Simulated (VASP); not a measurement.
Input of a VASP 6.6.1 run:

The input INCAR:

```
ALGO = Fast
EDIFF = 1E-7
EDIFFG = -0.01
ENCUT = 600
GGA = PE
IBRION = 2
ISIF = 3
ISMEAR = 0
LASPH = T
LCHARG = F
LREAL = F
LWAVE = F
NELM = 60
NSW = 100
PREC = Accurate
SIGMA = 0.1
```

The input KPOINTS:

```
k-points
0
Gamma
  18 18 18
```

POSCAR

```
Hg
1.0
    3.2713292469      0.0000000000      0.0000000000
   -1.6356646234      2.8330542320      0.0000000000
    0.0000000000      0.0000000000      2.9941488066
Hg
1
Direct
    0.0000000000      0.0000000000      0.5000000000
```

Potentials or basis: VASP PAW PBE potentials, release 64 (Hg).

Command:

```bash
$ cat potpaw_PBE.64/Hg/POTCAR > POTCAR
$ mpirun -np 1 vasp_std > vasp.out
```

Q: What does it give for the relaxed cell?

A: a = 3.283 Å, b = 3.283 Å, c = 3.075 Å, α = 90.00°, β = 90.00°, γ = 120.00°.

Q: Estimate the relaxed volume.

A: 28.70 Å³/atom.

Final structure:
```
Hg
1.0
     3.28299    0.00000    0.00000
    -1.64150    2.84316    0.00000
     0.00000    0.00000    3.07503
Hg
1
Direct
  0.00000 0.00000 0.50000
```
